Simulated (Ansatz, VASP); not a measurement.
## Two plane-wave programs on Sb

```
Sb
1.0
     2.15420    1.24373    3.75800
    -2.15420    1.24373    3.75800
     0.00000   -2.48746    3.75800
Sb
2
Direct
  0.76651 0.76651 0.76651
  0.23349 0.23349 0.23349
```

Alike in both runs: task relaxation of cell and atoms; functional LDA; k mesh 8 × 8 × 8; occupations fermi-dirac, width 0.05 eV; no spin polarisation.

|  | VASP | Ansatz |
| --- | --- | --- |
| version | VASP 6.6.1 | Ansatz 0.2.0 |
| potentials or method | VASP PAW LDA potentials, release 64 (Sb) | Ansatz PAW |
| plane-wave cutoff (eV) | 600 | 420 |
| valence electrons in the cell | 10 | 30 |

|  | VASP | Ansatz | Ansatz less VASP |
| --- | --- | --- | --- |
| gap on the k mesh at the Fermi level, each at its own relaxed structure (eV) | none | none | - |
| relaxed volume (Å³/atom) | 29.27 | 29.24 | -0.032 |
| relaxed cell length with the largest relative difference (Å) | 4.417 | 4.418 | +0.0018 |

LDA's correlation is that of Perdew and Zunger in VASP and of Perdew and Wang (1992) in Ansatz. A gap of «none» marks a metal or a gap that the smearing closes. VASP's potentials hold 10 valence electrons a cell and Ansatz's 30, so a difference there can come from the potentials and not from the codes.

Neither program's run includes spin-orbit coupling. Noted on Ansatz's run: the plane-wave basis is chosen anew once the cell has moved, so the energies of steps on either side of that aren't comparable.
